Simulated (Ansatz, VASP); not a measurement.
## One calculation of B5N, two programs

```
B N
1.0
     3.29575    0.00000    0.00000
    -1.64788    2.85420    0.00000
     0.00000    0.00000    5.78454
B N
5 1
Direct
  0.50000 0.50000 0.00000
  0.33333 0.66667 0.50000
  0.00000 0.50000 0.00000
  0.50000 0.00000 0.00000
  0.66667 0.33333 0.50000
  0.00000 0.00000 0.50000
```

Change from the starting cell: species swapped into the MgPd5 type (P-62m, No. 189).

Alike in both runs: task single point; functional PBE; k mesh 6 × 6 × 4; occupations gaussian, width 0.1 eV; collinear spin.

|  | VASP | Ansatz |
| --- | --- | --- |
| version | VASP 6.6.1 | Ansatz 0.2.0 |
| potentials or method | VASP PAW PBE potentials, release 64 (B, N), cutoff 520 eV | scalar-relativistic, plane waves, PAW |
| valence electrons in the cell | 20 | 20 |

Ansatz gave:

```
gap on the k mesh at the Fermi level (eV)                     : none
pressure (GPa)                                                : -0.2
traceless stress, the component that is largest in VASP (GPa) : 0.38
net moment per atom (μB)                                      : 0.08
size of the moment on the site where the two differ most (μB) : 0.11
```

Q: Estimate VASP's values.

A: gap on the k mesh at the Fermi level (eV): none; pressure (GPa): -0.2; traceless stress, the component that is largest in VASP (GPa): 0.35; net moment per atom (μB): 0.08; size of the moment on the site where the two differ most (μB): 0.10.

Site moments also hang on the region over which each program counts them. A gap of «none» marks a metal or a gap that the smearing closes.

The k mesh is coarse, so the values compare programs but aren't converged.
